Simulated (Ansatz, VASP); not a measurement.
# MgO in VASP and in Ansatz

Contents of INCAR:

```
ALGO = Normal
EDIFF = 1E-6
ENCUT = 600
GGA = PS
GGA_COMPAT = False
ISIF = 2
ISMEAR = 0
IVDW = 13
LASPH = True
LCHARG = False
LREAL = False
LWAVE = False
NBANDS = 11
NELM = 120
PREC = Accurate
SIGMA = 0.01
```

The input KPOINTS:

```
k-points
0
Gamma
  8 8 8
```

File POSCAR:

```
MgO
1.0
    0.0000000000      2.1021680256      2.1021680256
    2.1021680256      0.0000000000      2.1021680256
    2.1021680256      2.1021680256      0.0000000000
Mg O
1 1
Direct
    0.0000000000      0.0000000000      0.0000000000
    0.5000000000      0.5000000000      0.5000000000
```

Input for Ansatz:

```yaml
crystal:
  lattice:
    - [0.0, 2.1021680256, 2.1021680256]
    - [2.1021680256, 0.0, 2.1021680256]
    - [2.1021680256, 2.1021680256, 0.0]
  atoms:
    - { symbol: Mg, position: [0.0, 0.0, 0.0] }
    - { symbol: O, position: [0.5, 0.5, 0.5] }
kpoints:
  mp_grid: { grid: [8, 8, 8] }
hamiltonian:
  xc: pbesol
  dispersion: d4
scf:
  occupations: { method: fixed }
  n_extra_bands: 4
output:
  forces: true
  stress: true
  eigenvalues: true
```

Alike in both runs: task single point; functional PBEsol; dispersion D4; k mesh 8 × 8 × 8; no spin polarisation.

|  | VASP | Ansatz |
| --- | --- | --- |
| version | VASP 6.6.1 | Ansatz 0.2.0 |
| potentials or method | VASP PAW PBE potentials, release 64 (Mg, O) | plane waves |
| plane-wave cutoff (eV) | 600 | 420 |
| occupations | gaussian, width 0.01 eV | fixed |
| valence electrons in the cell | 8 | 16 |

VASP gave:

```
gap on the k mesh at the Fermi level (eV) : 4.69
pressure (GPa)                            : -1.4
```

Problem. Which values does Ansatz return?

Solution. gap on the k mesh at the Fermi level (eV): 4.69; pressure (GPa): -0.7.

VASP's potentials were made for PBE, not for PBEsol. VASP's potentials hold 8 valence electrons a cell and Ansatz's 16, so a difference there can come from the potentials and not from the codes.
